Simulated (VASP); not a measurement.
**Cd3Ga2O: single point with PBE**

Cd3Ga2O:

```
Cd Ga O
1.0
     4.18863    0.00000    0.00000
     0.00000    4.18863    0.00000
     0.00000    0.00000    7.49056
Cd Ga O
3 2 1
Direct
  0.50000 0.50000 0.50000
  0.50000 0.50000 0.19222
  0.50000 0.50000 0.80778
  0.00000 0.50000 0.50000
  0.50000 0.00000 0.50000
  0.00000 0.00000 0.50000
```

| Property | Result |
| --- | --- |
| Program | VASP 6.6.1 |
| Task | single point |
| Functional | PBE |
| Potentials or basis | VASP PAW PBE potentials, release 64 (Cd, Ga_d, O) |
| Cutoff | 520 eV |
| k mesh | 4 × 4 × 2 |
| Occupations | gaussian, width 0.1 eV |
| Spin | collinear spin, ferromagnetic start |
| Starting moments | [0.0, 0.0, 0.0, 0.0, 0.0, 1.0] μB |
| Dipole correction | no |
| Further INCAR settings | ALGO = Normal; EDIFF = 1e-07; NBANDS = 47 |

The pressure is 41.9 GPa, the largest force is 6.132 eV/Å and the band gap on the k mesh is zero (filled and empty bands overlap). The net moment is 0.00 μB per cell. The valence electrons inside the program's atomic spheres are Cd 11.49, 10.40; Ga 12.04; O 5.01.

Forces in eV/Å, atoms in the order of the input:
```
Cd   0.000  0.000  0.000
Cd   0.000  0.000 -6.132
Cd   0.000  0.000  6.132
Ga   0.000  0.000  0.000
Ga   0.000  0.000  0.000
O    0.000  0.000  0.000
```

Stress tensor (GPa, compression positive):
```
48.75  0.00  0.00
 0.00 48.75  0.00
 0.00  0.00 28.25
```

Levels at points of the mesh, in eV from the Fermi level:
Spin up:
```tsv
k point	band 30	band 31	band 32	band 33	band 34	band 35	band 36	band 37	band 38	band 39
(0.00, 0.00, 0.00)	-5.77	-3.46	-1.90	-0.55	0.43	0.43	3.34	4.03	5.24	5.24
(0.50, 0.00, 0.00)	-3.90	-3.33	-3.13	-1.58	-0.91	0.68	1.00	3.84	4.37	5.81
(0.50, 0.50, 0.00)	-2.78	-2.22	-1.47	-0.33	-0.33	0.26	0.26	2.24	2.24	3.38
(0.00, 0.00, 0.50)	-5.75	-2.86	-0.55	-0.49	0.43	0.54	0.54	3.29	3.97	3.97
(0.50, 0.00, 0.50)	-4.50	-3.40	-2.49	-0.82	-0.41	-0.07	2.09	2.86	3.85	4.23
(0.50, 0.50, 0.50)	-3.06	-2.78	-0.41	-0.41	-0.07	-0.07	1.06	2.97	3.68	4.29
```
Spin down:
```
           k point  band 31  band 32  band 33  band 34  band 35  band 36  band 37  band 38
(0.00, 0.00, 0.00)    -3.46    -1.90    -0.55     0.43     0.43     3.34     4.03     5.24
(0.50, 0.00, 0.00)    -3.33    -3.13    -1.58    -0.91     0.68     1.00     3.84     4.37
(0.50, 0.50, 0.00)    -2.22    -1.47    -0.33    -0.33     0.26     0.26     2.24     2.24
(0.00, 0.00, 0.50)    -2.86    -0.55    -0.49     0.43     0.54     0.54     3.29     3.97
(0.50, 0.00, 0.50)    -3.40    -2.49    -0.82    -0.41    -0.07     2.09     2.86     3.85
(0.50, 0.50, 0.50)    -2.78    -0.41    -0.41    -0.07    -0.07     1.06     2.97     3.68
```

Run time: 3.7 min on 1 thread of Oxide Virtual Turin-like Processor, on a shared host, peak memory 0.29 GiB.

Caveat: the k points lie up to 0.42 Å⁻¹ apart; forces of over 1 eV/Å act on the atoms, so gaps and moduli don't describe the material at rest.
